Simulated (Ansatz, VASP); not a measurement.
# MnSb: VASP beside Ansatz

```
Sb Mn
1.0
     4.15000    0.00000    0.00000
    -2.07500    3.59401    0.00000
     0.00000    0.00000    5.78000
Sb Mn
2 2
Direct
  0.66667 0.33333 0.75000
  0.33333 0.66667 0.25000
  0.00000 0.00000 0.50000
  0.00000 0.00000 0.00000
```

Alike in both runs: task single point; functional PBE; k mesh 6 × 6 × 4; occupations fermi-dirac, width 0.05 eV; collinear spin; fixed moment 10 μB.

```csv
,VASP,Ansatz
version,VASP 6.6.1,Ansatz 0.2.0
potentials or method,"VASP PAW PBE potentials, release 64 (Sb, Mn_pv)",Ansatz PAW
plane-wave cutoff (eV),520,420
valence electrons in the cell,36,60
```

Ansatz gave:

* pressure (GPa): 10.5
* traceless stress, the component that is largest in VASP (GPa): -0.80
* net moment per atom (μB): 2.50
* size of the moment on the site where the two differ most (μB): 4.23

Question: What did VASP give for the same quantities?

Answer: Pressure (GPa): 10.6; traceless stress, the component that is largest in VASP (GPa): -0.82; net moment per atom (μB): 2.50; size of the moment on the site where the two differ most (μB): 4.17.

Site moments also hang on the region over which each program counts them. VASP's potentials hold 36 valence electrons a cell and Ansatz's 60, so a difference there can come from the potentials and not from the codes.

Neither program's run includes spin-orbit coupling.
